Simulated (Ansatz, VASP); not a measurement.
**Two plane-wave programs on LiGeN**

```xyz
6
Lattice="2.9569 0.0000 0.0000 -1.4784 2.5607 0.0000 0.0000 0.0000 9.2586" Properties=species:S:1:pos:R:3 pbc="T T T"
Li    1.4784    0.8536    6.8808
Li    0.0000    1.7072    2.2515
Ge    0.0000    0.0000    4.6184
Ge    0.0000    0.0000    9.2477
N     0.0000    1.7072    5.5795
N     1.4784    0.8536    0.9502
```

Alike in both runs: task single point; functional r2SCAN; k mesh 9 × 9 × 2; no spin polarisation.

```csv
,VASP,Ansatz
version,VASP 6.6.1,Ansatz 0.2.0
potentials or method,"VASP PAW PBE potentials, release 64 (Li_sv, Ge_d, N)","plane waves, PAW"
plane-wave cutoff (eV),520,500
occupations,"gaussian, width 0.01 eV",fixed
valence electrons in the cell,44,44
```

|  | VASP | Ansatz | Ansatz less VASP |
| --- | --- | --- | --- |
| gap on the k mesh at the Fermi level (eV) | 2.11 | 2.10 | -0.014 |
| rms of the force components (eV/Å) | 0.162 | 0.123 | -0.0388 |

VASP's potentials were made for PBE, not for r2SCAN. Atom by atom the forces differ by 0.042 eV/Å (rms over components).

Noted on VASP's run: the cutoff is under 1.25 times that of the potentials, so the pressure is a little rough.
